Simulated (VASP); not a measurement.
# MoSe2 in VASP: single point with PBE

Aim: the single point of MoSe2 with PBE.

Everything below comes from runs of VASP 6.6.1. Logs are shortened: lines on timing, memory, paths and dates and some standing lists are left out, and cuts for length are marked.

### Step 1. The cell of the first run

The cell holds a slab with vacuum, 6 atoms: a = 3.320 Å, b = 3.320 Å, c = 35.899 Å, α = 90.00°, β = 90.00°, γ = 120.00°.

### Step 2. Single point, PBE

INCAR reads:

```
SYSTEM = MoSe2
ALGO = Normal ; DIPOL = 0.5 0.5 0.500
EDIFF = 1E-6 ; ENCUT = 520
GGA = PE ; IDIPOL = 3
ISIF = 2 ; ISMEAR = -1
LASPH = .True. ; LCHARG = .True.
LDIPOL = .True. ; LELF = .True.
LREAL = .False. ; LVACPOTAV = .True.
LVHAR = .True. ; LWAVE = .False.
NBANDS = 35 ; NELM = 60
PREC = Accurate ; SIGMA = 0.05
```

KPOINTS reads:

```
k-points
0
Gamma
  9 9 1
  0 0 0
```

POSCAR reads:

```
MoSe2
1.0
    3.3203649265      0.0000000000      0.0000000000
   -1.6601824632      2.8755203762      0.0000000000
    0.0000000000      0.0000000000     35.8988413755
Se Mo
4 2
Direct
    0.3333333300      0.6666666600      0.2089203917
    0.3333333300      0.6666666600      0.3010567528
    0.3333333300      0.6666666600      0.6989432472
    0.3333333300      0.6666666600      0.7910796083
    0.0000000000      0.0000000000      0.2549885722
    0.0000000000      0.0000000000      0.7450114278
```

Potentials or basis: VASP PAW PBE potentials, release 64 (Se, Mo_sv).

The run is started by

```console
$ cat potpaw_PBE.64/Se/POTCAR potpaw_PBE.64/Mo_sv/POTCAR > POTCAR
$ mpirun -np 1 vasp_std > vasp.out
```

OUTCAR:

```text
SYSTEM = MoSe2
   EDIFF = 1E-6
   ENCUT = 520
   GGA = PE
   ISIF = 2
   ISMEAR = -1
   LASPH = .True.
   LREAL = .False.
   NELM = 60
   PREC = Accurate

 ion  position               nearest neighbor table
   1  0.333  0.667  0.209-   5 2.53   5 2.53   5 2.53
   2  0.333  0.667  0.301-   5 2.53   5 2.53   5 2.53
   3  0.333  0.667  0.699-   6 2.53   6 2.53   6 2.53
   4  0.333  0.667  0.791-   6 2.53   6 2.53   6 2.53
   5  0.000  0.000  0.255-   1 2.53   2 2.53   1 2.53   1 2.53   2 2.53   2 2.53
   6  0.000  0.000  0.745-   4 2.53   3 2.53   4 2.53   4 2.53   3 2.53   3 2.53

  LATTYP: Found a hexagonal cell.
 ALAT       =     3.3203649265
 C/A-ratio  =    10.8117156307

  Lattice vectors:

 A1 = (   3.3203649265,   0.0000000000,   0.0000000000)
 A2 = (  -1.6601824632,   2.8755203762,   0.0000000000)
 A3 = (   0.0000000000,   0.0000000000,  35.8988413755)

Analysis of symmetry for initial positions (statically):
=====================================================================
 Subroutine PRICEL returns:
 Original cell was already a primitive cell.

 Routine SETGRP: Setting up the symmetry group for a
 hexagonal supercell.

 Subroutine GETGRP returns: Found 12 space group operations
 (whereof 12 operations were pure point group operations)
 out of a pool of 24 trial point group operations.

The static configuration has the point symmetry D_3h.

Analysis of symmetry for dynamics (positions and initial velocities):
=====================================================================
 Subroutine PRICEL returns:
 Original cell was already a primitive cell.

 Routine SETGRP: Setting up the symmetry group for a
 hexagonal supercell.

 Subroutine GETGRP returns: Found 12 space group operations
 (whereof 12 operations were pure point group operations)
 out of a pool of 24 trial point group operations.

The dynamic configuration has the point symmetry D_3h.

 Subroutine INISYM returns: Found 12 space group operations
 (whereof 12 operations are pure point group operations),
 and found     1 'primitive' translations

----------------------------------------------------------------------------------------

                                     Primitive cell

  volume of cell :     342.7541

  direct lattice vectors                    reciprocal lattice vectors
     3.320364926  0.000000000  0.000000000     0.301171715  0.173881571  0.000000000
    -1.660182463  2.875520376  0.000000000     0.000000000  0.347763142  0.000000000
     0.000000000  0.000000000 35.898841375     0.000000000  0.000000000  0.027856052

  length of vectors
     3.320364926  3.320364926 35.898841375     0.347763142  0.347763142  0.027856052

  position of ions in fractional coordinates (direct lattice)
     0.333333330  0.666666660  0.208920392
     0.333333330  0.666666660  0.301056753
     0.333333330  0.666666660  0.698943247
     0.333333330  0.666666660  0.791079608
     0.000000000  0.000000000  0.254988572
     0.000000000  0.000000000  0.745011428

  ion indices of the primitive-cell ions
   primitive index   ion index
                 1           1
                 2           2
                 3           3
                 4           4
                 5           5
                 6           6

----------------------------------------------------------------------------------------

 KPOINTS: k-points

Automatic generation of k-mesh.
 Grid dimensions read from file:
 generate k-points for:    9    9    1

 Generating k-lattice:

  Cartesian coordinates                     Fractional coordinates (reciprocal lattice)
     0.033463524  0.019320175  0.000000000     0.111111111  0.000000000  0.000000000
     0.000000000  0.038640349  0.000000000     0.000000000  0.111111111  0.000000000
     0.000000000  0.000000000  0.027856052     0.000000000  0.000000000  1.000000000

  Length of vectors
     0.038640349  0.038640349  0.027856052

  Shift w.r.t. Gamma in fractional coordinates (k-lattice)
     0.000000000  0.000000000  0.000000000

 Subroutine IBZKPT returns following result:
 ===========================================

 Found     12 irreducible k-points:

 Following reciprocal coordinates:
            Coordinates               Weight
  0.000000  0.000000  0.000000      1.000000
  0.111111  0.000000  0.000000      6.000000
  0.222222  0.000000  0.000000      6.000000
  0.333333  0.000000  0.000000      6.000000
  0.444444  0.000000  0.000000      6.000000
  0.111111  0.111111  0.000000      6.000000
  0.222222  0.111111  0.000000     12.000000
  0.333333  0.111111  0.000000     12.000000
  0.444444  0.111111  0.000000      6.000000
  0.222222  0.222222  0.000000      6.000000
  0.333333  0.222222  0.000000     12.000000
  0.333333  0.333333  0.000000      2.000000
   k-points           NKPTS =     12   k-points in BZ     NKDIM =     12   number of bands    NBANDS=     35
   number of dos      NEDOS =    301   number of ions     NIONS =      6
   total plane-waves  NPLWV = 211680
   dimension x,y,z NGX =    28 NGY =   28 NGZ =  270
   dimension x,y,z NGXF=    56 NGYF=   56 NGZF=  540
   ions per type =               4   2
   NGX,Y,Z   is equivalent  to a cutoff of  14.02, 14.02, 12.50 a.u.
   NGXF,Y,Z  is equivalent  to a cutoff of  28.04, 28.04, 25.01 a.u.
 SYSTEM =  MoSe2
   PREC   = accura    normal or accurate (medium, high low for compatibility)
   ISTART =      0    job   : 0-new  1-cont  2-samecut
   ICHARG =      2    charge: 1-file 2-atom 10-const
   ISPIN  =      1    spin polarized calculation?
   LNONCOLLINEAR =      F non collinear calculations
   LSORBIT =      F    spin-orbit coupling
   LASPH  =      T    aspherical Exc in radial PAW
   ENCUT  =  520.0 eV  38.22 Ry    6.18 a.u.   6.17  6.17 66.75*2*pi/ulx,y,z
   NELM   =     60;   NELMIN=  2; NELMDL= -5     # of ELM steps
   EDIFF  = 0.1E-05   stopping-criterion for ELM
   LREAL  =      F    real-space projection
   EDIFFG = 0.1E-04   stopping-criterion for IOM
   NSW    =      0    number of steps for IOM
   IBRION =     -1    ionic relax: 0-MD 1-quasi-New 2-CG
   NFREE  =      0    steps in history (QN), initial steepest desc. (CG)
   ISIF   =      2    stress and relaxation
   ISYM   =      2    0-nonsym 1-usesym 2-fastsym
   POTIM  = 0.5000    time-step for ionic-motion
   TEBEG  =    0.0;   TEEND  =   0.0 temperature during run
   PSTRESS=    0.0 pullay stress
   NELECT =      52.0000    total number of electrons
   NUPDOWN=      -1.0000    fix difference up-down
   EMIN   =  10.00;   EMAX   =-10.00  energy-range for DOS
   EFERMI =   0.00;   METHOD = LEGACY
   ISMEAR =    -1;   SIGMA  =   0.05  broadening in eV -4-tet -1-fermi 0-gaus
   EFERMI_NEDOS =   21; number of points for ismear=-14 and -15
   IALGO  =     38    algorithm
   IMIX   =      4    mixing-type and parameters
     AMIX     =   0.40;   BMIX     =  1.00
     AMIX_MAG =   1.60;   BMIX_MAG =  1.00
  volume/ion in A,a.u.               =      57.13       385.50
  Fermi-wavevector in a.u.,A,eV,Ry     =   0.873136  1.649987 10.372617  0.762366
  Thomas-Fermi vector in A             =   1.992484
   LORBIT       =      0    0 simple, 1 ext, 2 COOP (PROOUT), +10 PAW based schemes
   GGA     = PE    functional components
   LHFCALC =     F    Hartree Fock is set to
   AEXX    =    0.0000 exact exchange contribution
   IVDW    =     0    specifies the selected vdW correction
   LEPSILON=     F    determine dielectric tensor
   LRPA    =     F    only Hartree local field effects (RPA)
 non-spin polarized calculation
  energy-cutoff  :      520.00
  volume of cell :      342.75
 maximum number of plane-waves:      9265
 NGX is ok and might be reduce to    28
   NGX = 13   NGY = 13   NGZ =133

 dipolmoment           0.000000      0.000000     -0.000000 electrons x Angstroem

 number of electron      52.0000002 magnetization

 dipolmoment           0.000000      0.000000      0.000000 electrons x Angstroem

 Free energy of the ion-electron system (eV)
  ---------------------------------------------------
  ext. energy  EPLUGINS =         0.00000000
  ---------------------------------------------------
  free energy    TOTEN  =       -39.96845908 eV

  energy without entropy =      -39.96845898  energy(sigma->0) =      -39.96845903

 E-fermi :  -0.6123     XC(G=0):  -4.3876

 val. band max:       -1.3276647822   @ k =   0.3333   0.3333   0.0000
 cond. band min:       0.1009966558   @ k =   0.3333   0.3333   0.0000
 fundamental gap:      1.4286614379
 Fermi energy:        -0.6123429088

 k-point     1 :       0.0000    0.0000    0.0000
  band No.  band energies     occupation
      1     -62.1469      2.00000
      2     -62.1469      2.00000
      3     -36.2930      2.00000
      4     -36.2930      2.00000
      5     -36.1375      2.00000
      6     -36.1375      2.00000
[... 27 lines left out ...]
     34       1.7926      0.00000
     35       3.3308      0.00000

 k-point     2 :       0.1111    0.0000    0.0000
  band No.  band energies     occupation
      1     -62.1444      2.00000
      2     -62.1444      2.00000
      3     -36.2870      2.00000
      4     -36.2870      2.00000
      5     -36.1662      2.00000
      6     -36.1662      2.00000
[... 27 lines left out ...]
     34       1.7740      0.00000
     35       3.6734      0.00000

 k-point     3 :       0.2222    0.0000    0.0000
  band No.  band energies     occupation
      1     -62.1380      2.00000
      2     -62.1380      2.00000
      3     -36.2719      2.00000
      4     -36.2719      2.00000
      5     -36.2383      2.00000
      6     -36.2383      2.00000
[... 27 lines left out ...]
     34       2.2382      0.00000
     35       4.3049      0.00000
[... 267 lines left out ...]
 k-point    11 :       0.3333    0.2222    0.0000
  band No.  band energies     occupation
      1     -62.1240      2.00000
      2     -62.1240      2.00000
      3     -36.3430      2.00000
      4     -36.3430      2.00000
      5     -36.2497      2.00000
      6     -36.2497      2.00000
[... 27 lines left out ...]
     34       2.8532      0.00000
     35       4.9763      0.00000

 k-point    12 :       0.3333    0.3333    0.0000
  band No.  band energies     occupation
      1     -62.1227      2.00000
      2     -62.1227      2.00000
      3     -36.3203      2.00000
      4     -36.3203      2.00000
      5     -36.2899      2.00000
      6     -36.2899      2.00000
[... 27 lines left out ...]
     34       3.0564      0.00000
     35       5.2250      0.00000

------------------------ aborting loop because EDIFF is reached ----------------------------------------

  FORCE on cell =-STRESS in cart. coord.  units (eV):
  Direction    XX          YY          ZZ          XY          YZ          ZX
  --------------------------------------------------------------------------------------
  -------------------------------------------------------------------------------------
  Total        0.6985848      0.6985848      1.8359637      0.0000000      0.0000000     -0.0000000
  in kB        3.2654799      3.2654799      8.5820683      0.0000000      0.0000000     -0.0000000
  external PRESSURE =       5.0376761 kB  Pullay stress =       0.0000000 kB

 VOLUME and BASIS-vectors are now :
 -----------------------------------------------------------------------------
  energy-cutoff  :      520.00
  volume of cell :      342.75
      direct lattice vectors                 reciprocal lattice vectors
     3.320364926  0.000000000  0.000000000     0.301171715  0.173881571  0.000000000
    -1.660182463  2.875520376  0.000000000     0.000000000  0.347763142  0.000000000
     0.000000000  0.000000000 35.898841375     0.000000000  0.000000000  0.027856052

 POSITION                                       TOTAL-FORCE (eV/Angst)
 -----------------------------------------------------------------------------------
      0.00000      1.91701      7.50000        -0.000000      0.000000     -0.279839
      0.00000      1.91701     10.80759        -0.000000      0.000000      0.279626
      0.00000      1.91701     25.09125         0.000000     -0.000000     -0.279626
      0.00000      1.91701     28.39884        -0.000000     -0.000000      0.279839
      0.00000      0.00000      9.15379         0.000000     -0.000000      0.000275
      0.00000      0.00000     26.74505         0.000000     -0.000000     -0.000275
 -----------------------------------------------------------------------------------
    total drift:                                0.000000      0.000025      0.000000

  FREE ENERGIE OF THE ION-ELECTRON SYSTEM (eV)
  ---------------------------------------------------
  free  energy   TOTEN  =       -39.9684590789 eV

  energy  without entropy=      -39.9684589782  energy(sigma->0) =      -39.96845903

 vacuum level on the upper side and lower side of the slab         4.027         4.027
```

Run time: 7.7 min. Hardware: 1 thread of Intel Xeon 8259CL, shared host; peak memory 0.54 GiB.

Results:

```yaml
Free_energy: -39.9685 eV
Largest_force: 0.280 eV/Å
Band_gap_on_the_k_mesh: 1.43 eV
```

Forces in eV/Å, atoms in the order of the input:
```
Se   0.000  0.000 -0.280
Se   0.000  0.000  0.280
Se   0.000  0.000 -0.280
Se   0.000  0.000  0.280
Mo   0.000  0.000  0.000
Mo   0.000  0.000  0.000
```

Levels at points of the mesh, in eV from the valence-band top:
| k point | band 24 | band 25 | band 26 | band 27 | band 28 | band 29 |
| --- | --- | --- | --- | --- | --- | --- |
| (0.00, 0.00, 0.00) | -1.19 | -0.19 | -0.19 | 2.86 | 2.86 | 2.86 |
